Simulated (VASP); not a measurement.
Crystal: CdI2.

```xyz
3
Lattice="4.2484 0.0000 0.0000 -2.1242 3.6792 0.0000 0.0000 0.0000 6.8844" Properties=species:S:1:pos:R:3 pbc="T T T"
Cd    0.0000    0.0000    0.0000
I     0.0000    2.4528    1.7181
I     2.1242    1.2264    5.1663
```

Base run:

- Program: VASP 6.6.1
- Functional: PBE
- Potentials or basis: VASP PAW PBE potentials, release 64 (Cd, I)
- Cutoff: 500 eV
- k mesh: 6 × 6 × 4
- Occupations: gaussian, width 0.01 eV
- Spin: no spin polarisation

Its results: band gap on the k mesh 2.37 eV, indirect (least direct gap 2.60 eV); pressure 1.7 GPa; largest force 0.092 eV/Å.

Question: The run is repeated on the same cell with these changes: functional from PBE to r2SCAN; cutoff from 500 eV to 550 eV. What comes out?

Answer: Band gap on the k mesh 2.82 eV, indirect (least direct gap 3.15 eV); pressure 1.0 GPa; largest force 0.022 eV/Å.

r2SCAN gives the wider gap, since meta-GGAs in the generalised Kohn-Sham scheme recover part of the derivative discontinuity.

Caveats: spin-orbit coupling is left out, which moves the levels of the heavy elements; this functional lacks dispersion, which binds the layers, so the pressure and a relaxed spacing across them are unreliable (some runs); the PAW data sets were made with another functional, which shifts forces and pressure a little (some runs).

A k mesh can miss the band edges.
